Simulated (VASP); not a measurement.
# P in VASP: a series of runs

The runs below take P through single point, with r2SCAN.

Everything below comes from runs of VASP 6.6.1. Logs are shortened: lines on timing, memory, paths and dates and some standing lists are left out, and cuts for length are marked.

## 1. The cell of the first run

The cell holds a slab with vacuum, 4 atoms: a = 3.290 Å, b = 34.859 Å, c = 4.636 Å, α = 90.00°, β = 90.00°, γ = 90.00°.

## 2. Single point, r2SCAN

File POSCAR:

```
P
1.0
    3.2904850351      0.0000000000      0.0000000000
    0.0000000000     34.8586008271      0.0000000000
    0.0000000000      0.0000000000      4.6361280240
P
4
Direct
    0.0000000000      0.9701265428      0.5914832082
    0.0000000000      0.0298734572      0.4085167918
    0.5000000000      0.0298734572      0.0914832082
    0.5000000000      0.9701265428      0.9085167918
```

File INCAR.step1:

```
ALGO = Normal ; EDIFF = 1E-4
ENCUT = 520 ; GGA = PE
ISMEAR = 0 ; LASPH = True
LCHARG = False ; LREAL = False
LWAVE = True ; NBANDS = 18
NELM = 80 ; PREC = Accurate
SIGMA = 0.05
```

File INCAR.step2:

```
ALGO = Normal ; EDIFF = 1E-6
ENCUT = 520 ; ISIF = 2
ISMEAR = 0 ; ISTART = 1
LASPH = True ; LCHARG = True
LELF = True ; LMIXTAU = True
LREAL = False ; LVHAR = True
LWAVE = False ; METAGGA = R2SCAN
NBANDS = 18 ; NELM = 80
PREC = Accurate ; SIGMA = 0.05
```

File KPOINTS:

```
k-points
0
Gamma
  8 1 6
```

Potentials or basis: VASP PAW PBE potentials, release 64 (P).

Launch:

```sh
cat potpaw_PBE.64/P/POTCAR > POTCAR
cp INCAR.step1 INCAR
mpirun -np 1 vasp_std > vasp.out
cp INCAR.step2 INCAR
mpirun -np 1 vasp_std > vasp.out
```

OUTCAR:

```text
EDIFF = 1E-6
   ENCUT = 520
   ISIF = 2
   ISMEAR = 0
   ISTART = 1
   LASPH = True
   LREAL = False
   METAGGA = R2SCAN
   NELM = 80
   PREC = Accurate

 ion  position               nearest neighbor table
   1  0.000  0.970  0.591-   4 2.21   4 2.21   2 2.25
   2  0.000  0.030  0.409-   3 2.21   3 2.21   1 2.25
   3  0.500  0.030  0.091-   2 2.21   2 2.21   4 2.25
   4  0.500  0.970  0.909-   1 2.21   1 2.21   3 2.25

  LATTYP: Found a simple orthorhombic cell.
 ALAT       =     3.2904850351
 B/A-ratio  =     1.4089497368
 C/A-ratio  =    10.5937575936

  Lattice vectors:

 A1 = (  -3.2904850351,   0.0000000000,   0.0000000000)
 A2 = (   0.0000000000,   0.0000000000,   4.6361280240)
 A3 = (   0.0000000000,  34.8586008271,   0.0000000000)

Analysis of symmetry for initial positions (statically):
=====================================================================
 Subroutine PRICEL returns:
 Original cell was already a primitive cell.

 Routine SETGRP: Setting up the symmetry group for a
 simple orthorhombic supercell.

 Subroutine GETGRP returns: Found  8 space group operations
 (whereof  4 operations were pure point group operations)
 out of a pool of  8 trial point group operations.

The static configuration has the point symmetry C_2h.
 The point group associated with its full space group is D_2h.

Analysis of symmetry for dynamics (positions and initial velocities):
=====================================================================
 Subroutine PRICEL returns:
 Original cell was already a primitive cell.

 Routine SETGRP: Setting up the symmetry group for a
 simple orthorhombic supercell.

 Subroutine GETGRP returns: Found  8 space group operations
 (whereof  4 operations were pure point group operations)
 out of a pool of  8 trial point group operations.

The dynamic configuration has the point symmetry C_2h.
 The point group associated with its full space group is D_2h.

 Subroutine INISYM returns: Found  8 space group operations
 (whereof  4 operations are pure point group operations),
 and found     1 'primitive' translations

----------------------------------------------------------------------------------------

                                     Primitive cell

  volume of cell :     531.7718

  direct lattice vectors                    reciprocal lattice vectors
     3.290485035  0.000000000  0.000000000     0.303906564  0.000000000  0.000000000
     0.000000000 34.858600827  0.000000000     0.000000000  0.028687325  0.000000000
     0.000000000  0.000000000  4.636128024     0.000000000  0.000000000  0.215697236

  length of vectors
     3.290485035 34.858600827  4.636128024     0.303906564  0.028687325  0.215697236

  position of ions in fractional coordinates (direct lattice)
     0.000000000  0.970126543  0.591483208
     0.000000000  0.029873457  0.408516792
     0.500000000  0.029873457  0.091483208
     0.500000000  0.970126543  0.908516792

  ion indices of the primitive-cell ions
   primitive index   ion index
                 1           1
                 2           2
                 3           3
                 4           4

----------------------------------------------------------------------------------------

 KPOINTS: k-points

Automatic generation of k-mesh.
 Grid dimensions read from file:
 generate k-points for:    8    1    6

 Generating k-lattice:

  Cartesian coordinates                     Fractional coordinates (reciprocal lattice)
     0.037988320  0.000000000  0.000000000     0.125000000  0.000000000  0.000000000
     0.000000000  0.028687325  0.000000000     0.000000000  1.000000000  0.000000000
     0.000000000  0.000000000  0.035949539     0.000000000  0.000000000  0.166666667

  Length of vectors
     0.037988320  0.028687325  0.035949539

  Shift w.r.t. Gamma in fractional coordinates (k-lattice)
     0.000000000  0.000000000  0.000000000

 Subroutine IBZKPT returns following result:
 ===========================================

 Found     20 irreducible k-points:

 Following reciprocal coordinates:
            Coordinates               Weight
  0.000000  0.000000  0.000000      1.000000
  0.125000  0.000000  0.000000      2.000000
  0.250000  0.000000  0.000000      2.000000
  0.375000  0.000000  0.000000      2.000000
  0.500000  0.000000  0.000000      1.000000
  0.000000  0.000000  0.166667      2.000000
[... 12 lines left out ...]
  0.375000  0.000000  0.500000      2.000000
  0.500000  0.000000  0.500000      1.000000
   k-points           NKPTS =     20   k-points in BZ     NKDIM =     20   number of bands    NBANDS=     18
   number of dos      NEDOS =    301   number of ions     NIONS =      4
   total plane-waves  NPLWV = 233280
   dimension x,y,z NGX =    24 NGY =  270 NGZ =   36
   dimension x,y,z NGXF=    48 NGYF=  540 NGZF=   72
   ions per type =               4
   NGX,Y,Z   is equivalent  to a cutoff of  12.13, 12.88, 12.91 a.u.
   NGXF,Y,Z  is equivalent  to a cutoff of  24.25, 25.75, 25.82 a.u.
 SYSTEM =  unknown system
   PREC   = accura    normal or accurate (medium, high low for compatibility)
   ISTART =      1    job   : 0-new  1-cont  2-samecut
   ICHARG =      0    charge: 1-file 2-atom 10-const
   ISPIN  =      1    spin polarized calculation?
   LNONCOLLINEAR =      F non collinear calculations
   LSORBIT =      F    spin-orbit coupling
   LASPH  =      T    aspherical Exc in radial PAW
   ENCUT  =  520.0 eV  38.22 Ry    6.18 a.u.   6.12 64.81  8.62*2*pi/ulx,y,z
   NELM   =     80;   NELMIN=  2; NELMDL=  0     # of ELM steps
   EDIFF  = 0.1E-05   stopping-criterion for ELM
   LREAL  =      F    real-space projection
   EDIFFG = 0.1E-04   stopping-criterion for IOM
   NSW    =      0    number of steps for IOM
   IBRION =     -1    ionic relax: 0-MD 1-quasi-New 2-CG
   NFREE  =      0    steps in history (QN), initial steepest desc. (CG)
   ISIF   =      2    stress and relaxation
   ISYM   =      2    0-nonsym 1-usesym 2-fastsym
   POTIM  = 0.5000    time-step for ionic-motion
   TEBEG  =    0.0;   TEEND  =   0.0 temperature during run
   PSTRESS=    0.0 pullay stress
   NELECT =      20.0000    total number of electrons
   NUPDOWN=      -1.0000    fix difference up-down
   EMIN   =  10.00;   EMAX   =-10.00  energy-range for DOS
   EFERMI =   0.00;   METHOD = LEGACY
   ISMEAR =     0;   SIGMA  =   0.05  broadening in eV -4-tet -1-fermi 0-gaus
   EFERMI_NEDOS =   21; number of points for ismear=-14 and -15
   IALGO  =     38    algorithm
   IMIX   =      4    mixing-type and parameters
     AMIX     =   0.40;   BMIX     =  1.00
     AMIX_MAG =   1.60;   BMIX_MAG =  1.00
  volume/ion in A,a.u.               =     132.94       897.14
  Fermi-wavevector in a.u.,A,eV,Ry     =   0.548500  1.036514  4.093339  0.300852
  Thomas-Fermi vector in A             =   1.579218
   LORBIT       =      0    0 simple, 1 ext, 2 COOP (PROOUT), +10 PAW based schemes
   METAGGA = R2SCAN    functional components
   LHFCALC =     F    Hartree Fock is set to
   AEXX    =    0.0000 exact exchange contribution
   IVDW    =     0    specifies the selected vdW correction
   LEPSILON=     F    determine dielectric tensor
   LRPA    =     F    only Hartree local field effects (RPA)
 non-spin polarized calculation
 Gauss-broadening in eV      SIGMA  =   0.05
  energy-cutoff  :      520.00
  volume of cell :      531.77
 maximum number of plane-waves:     14400
   NGX = 13   NGY =129   NGZ = 17

 number of electron      20.0000000 magnetization

 Free energy of the ion-electron system (eV)
  ---------------------------------------------------
  ext. energy  EPLUGINS =         0.00000000
  ---------------------------------------------------
  free energy    TOTEN  =       -35.78888798 eV

  energy without entropy =      -35.78888798  energy(sigma->0) =      -35.78888798

 E-fermi :  -3.3425     XC(G=0):  -1.7248

 val. band max:       -3.6283423801   @ k =   0.0000   0.0000   0.0000
 cond. band min:      -2.5053384872   @ k =   0.0000   0.0000   0.0000
 fundamental gap:      1.1230038930
 Fermi energy:        -3.3425105968

 k-point     1 :       0.0000    0.0000    0.0000
  band No.  band energies     occupation
      1     -19.4518      2.00000
      2     -16.8512      2.00000
      3     -13.3103      2.00000
      4      -9.6479      2.00000
      5      -8.4356      2.00000
      6      -8.3479      2.00000
[... 10 lines left out ...]
     17       1.7020      0.00000
     18       1.8447      0.00000

 k-point     2 :       0.1250    0.0000    0.0000
  band No.  band energies     occupation
      1     -19.2551      2.00000
      2     -16.6448      2.00000
      3     -13.3953      2.00000
      4      -9.5053      2.00000
      5      -8.6439      2.00000
      6      -8.2071      2.00000
[... 10 lines left out ...]
     17       1.9179      0.00000
     18       1.9232      0.00000

 k-point     3 :       0.2500    0.0000    0.0000
  band No.  band energies     occupation
      1     -18.6713      2.00000
      2     -16.0285      2.00000
      3     -13.8985      2.00000
      4      -9.9811      2.00000
      5      -9.3185      2.00000
      6      -9.1284      2.00000
[... 10 lines left out ...]
     17       2.3396      0.00000
     18       2.5632      0.00000

 k-point     4 :       0.3750    0.0000    0.0000
  band No.  band energies     occupation
      1     -17.7237      2.00000
      2     -15.0647      2.00000
      3     -15.0116      2.00000
      4     -11.8853      2.00000
      5      -9.4271      2.00000
      6      -8.7672      2.00000
[... 10 lines left out ...]
     17       3.2660      0.00000
     18       3.3220      0.00000

 k-point     5 :       0.5000    0.0000    0.0000
  band No.  band energies     occupation
      1     -16.4704      2.00000
      2     -16.4704      2.00000
      3     -13.6147      2.00000
      4     -13.6147      2.00000
      5      -8.9507      2.00000
      6      -8.9507      2.00000
[... 10 lines left out ...]
     17       3.6221      0.00000
     18       3.6221      0.00000

 k-point     6 :       0.0000    0.0000    0.1667
  band No.  band energies     occupation
      1     -19.3138      2.00000
      2     -17.0612      2.00000
      3     -13.2978      2.00000
      4     -10.3309      2.00000
      5      -8.0819      2.00000
      6      -7.7993      2.00000
[... 10 lines left out ...]
     17       1.8942      0.00000
     18       2.1270      0.00000

 k-point     7 :       0.1250    0.0000    0.1667
  band No.  band energies     occupation
      1     -19.1180      2.00000
      2     -16.8622      2.00000
      3     -13.3340      2.00000
      4     -10.2533      2.00000
      5      -8.4202      2.00000
      6      -8.1571      2.00000
[... 10 lines left out ...]
     17       1.8947      0.00000
     18       2.1082      0.00000

 k-point     8 :       0.2500    0.0000    0.1667
  band No.  band energies     occupation
      1     -18.5378      2.00000
      2     -16.2814      2.00000
      3     -13.6956      2.00000
      4     -10.5188      2.00000
      5      -9.5454      2.00000
      6      -8.8864      2.00000
[... 10 lines left out ...]
     17       2.5559      0.00000
     18       2.6907      0.00000
[... 145 lines left out ...]
     17       3.1653      0.00000
     18       3.1653      0.00000

 k-point    16 :       0.0000    0.0000    0.5000
  band No.  band energies     occupation
      1     -18.3100      2.00000
      2     -18.3100      2.00000
      3     -12.4079      2.00000
      4     -12.4079      2.00000
      5      -6.6619      2.00000
      6      -6.6619      2.00000
[... 10 lines left out ...]
     17       2.7607      0.00000
     18       2.7607      0.00000

 k-point    17 :       0.1250    0.0000    0.5000
  band No.  band energies     occupation
      1     -18.1197      2.00000
      2     -18.1197      2.00000
      3     -12.3370      2.00000
      4     -12.3370      2.00000
      5      -7.7616      2.00000
      6      -7.7616      2.00000
[... 10 lines left out ...]
     17       3.0326      0.00000
     18       3.0326      0.00000

 k-point    18 :       0.2500    0.0000    0.5000
  band No.  band energies     occupation
      1     -17.5643      2.00000
      2     -17.5643      2.00000
      3     -12.3892      2.00000
      4     -12.3892      2.00000
      5      -9.3378      2.00000
      6      -9.3378      2.00000
[... 10 lines left out ...]
     17       3.3156      0.00000
     18       3.3156      0.00000

 k-point    19 :       0.3750    0.0000    0.5000
  band No.  band energies     occupation
      1     -16.7268      2.00000
      2     -16.7268      2.00000
      3     -13.2514      2.00000
      4     -13.2514      2.00000
      5      -9.5328      2.00000
      6      -9.5328      2.00000
[... 10 lines left out ...]
     17       3.5096      0.00000
     18       3.5096      0.00000

 k-point    20 :       0.5000    0.0000    0.5000
  band No.  band energies     occupation
      1     -16.1136      2.00000
      2     -16.1136      2.00000
      3     -14.0276      2.00000
      4     -14.0276      2.00000
      5      -8.8932      2.00000
      6      -8.8932      2.00000
[... 10 lines left out ...]
     17       3.3277      0.00000
     18       3.3277      0.00000

------------------------ aborting loop because EDIFF is reached ----------------------------------------

  FORCE on cell =-STRESS in cart. coord.  units (eV):
  Direction    XX          YY          ZZ          XY          YZ          ZX
  --------------------------------------------------------------------------------------
  -------------------------------------------------------------------------------------
  Total       -0.3489469     -0.2686200     -0.3791887      0.0000000      0.0000000      0.0000000
  in kB       -1.0513436     -0.8093262     -1.1424593      0.0000000      0.0000000      0.0000000
  external PRESSURE =      -1.0010430 kB  Pullay stress =       0.0000000 kB

 VOLUME and BASIS-vectors are now :
 -----------------------------------------------------------------------------
  energy-cutoff  :      520.00
  volume of cell :      531.77
      direct lattice vectors                 reciprocal lattice vectors
     3.290485035  0.000000000  0.000000000     0.303906564  0.000000000  0.000000000
     0.000000000 34.858600827  0.000000000     0.000000000  0.028687325  0.000000000
     0.000000000  0.000000000  4.636128024     0.000000000  0.000000000  0.215697236

 POSITION                                       TOTAL-FORCE (eV/Angst)
 -----------------------------------------------------------------------------------
      0.00000     33.81725      2.74219         0.000000      0.060296      0.078908
      0.00000      1.04135      1.89394        -0.000000     -0.060296     -0.078908
      1.64524      1.04135      0.42413        -0.000000     -0.060296      0.078908
      1.64524     33.81725      4.21200         0.000000      0.060296     -0.078908
 -----------------------------------------------------------------------------------
    total drift:                               -0.000000      0.000000     -0.000000

  FREE ENERGIE OF THE ION-ELECTRON SYSTEM (eV)
  ---------------------------------------------------
  free  energy   TOTEN  =       -35.7888879751 eV

  energy  without entropy=      -35.7888879751  energy(sigma->0) =      -35.78888798
```

Run time: 23 min. Hardware: 1 thread of Intel Xeon Platinum 8375C at 2.90GHz (Ice Lake), shared host; peak memory 0.64 GiB.

Results:

```
Free energy            : -35.7889 eV
Largest force          : 0.099 eV/Å
Band gap on the k mesh : 1.12 eV
```

Forces in eV/Å, atoms in the order of the input:
```
P    0.000  0.060  0.079
P    0.000 -0.060 -0.079
P    0.000 -0.060  0.079
P    0.000  0.060 -0.079
```

Caveat: the PAW data sets were made with another functional, which shifts forces and pressure a little.

## 3. Single point, r2SCAN (biaxial strain in the a-b plane: -4.5 %, then relaxed in part)

File POSCAR:

```
P
1.0
    3.1424132122      0.0000000000      0.0000000000
    0.0000000000     33.2899635222      0.0000000000
    0.0000000000      0.0000000000      4.7437149112
P
4
Direct
    0.0000000000      0.9687750036      0.5923939915
    0.0000000000      0.0312249964      0.4076060085
    0.5000000000      0.0312249964      0.0923939915
    0.5000000000      0.9687750036      0.9076060085
```

File INCAR.step1:

```
SYSTEM = P
  PREC = Accurate
  ENCUT = 520
  ISMEAR = 0
  SIGMA = 0.02
  LREAL = .FALSE.
  LASPH = .TRUE.
  NELM = 80
  NBANDS = 18
  GGA = PE
  ALGO = Normal
  EDIFF = 1E-4
  LWAVE = .TRUE.
  LCHARG = .FALSE.
```

File INCAR.step2:

```
SYSTEM = P
  PREC = Accurate
  ENCUT = 520
  EDIFF = 1E-7
  ISMEAR = 0
  SIGMA = 0.02
  LREAL = .FALSE.
  LASPH = .TRUE.
  NELM = 80
  ALGO = Normal
  ISIF = 2
  LWAVE = .FALSE.
  LCHARG = .FALSE.
  METAGGA = R2SCAN
  LMIXTAU = .TRUE.
  NBANDS = 18
  ISTART = 1
```

File KPOINTS:

```
regular mesh
0
G
  8 1 6
  0 0 0
```

Potentials or basis: VASP PAW PBE potentials, release 64 (P).

Launch:

```sh
cat potpaw_PBE.64/P/POTCAR > POTCAR
cp INCAR.step1 INCAR
mpirun -np 1 vasp_std > vasp.out
cp INCAR.step2 INCAR
mpirun -np 1 vasp_std > vasp.out
```

Run time: 32 min. Hardware: 1 thread of Oxide Virtual Turin-like, shared host; peak memory 0.56 GiB.

The run converged. Its results:

| Property | Result |
| --- | --- |
| Free energy | -35.6837 eV |
| Largest force | 0.115 eV/Å |
| Band gap on the k mesh | 0.97 eV (least direct gap 0.99 eV) |

Forces in eV/Å, atoms in the order of the input:
```
P    0.000  0.049  0.104
P    0.000 -0.049 -0.104
P    0.000 -0.049  0.104
P    0.000  0.049 -0.104
```

Levels at points of the mesh, in eV from the valence-band top:
| k point | band 8 | band 9 | band 10 | band 11 | band 12 | band 13 |
| --- | --- | --- | --- | --- | --- | --- |
| (0.00, 0.00, 0.00) | -1.85 | -1.32 | -0.02 | 0.97 | 2.69 | 3.88 |
| (0.50, 0.00, 0.00) | -2.83 | -1.90 | -1.90 | 1.35 | 1.35 | 2.50 |
| (0.00, 0.00, 0.50) | -2.12 | -1.56 | -1.56 | 3.22 | 3.22 | 4.02 |
| (0.50, 0.00, 0.50) | -4.55 | -0.99 | -0.99 | 2.63 | 2.63 | 3.80 |

Caveat: the cell differs from its parent crystal (biaxial strain in the a-b plane: -4.5 %, then relaxed in part); the PAW data sets were made with another functional, which shifts forces and pressure a little.

(Continued in part 2 of 2.)
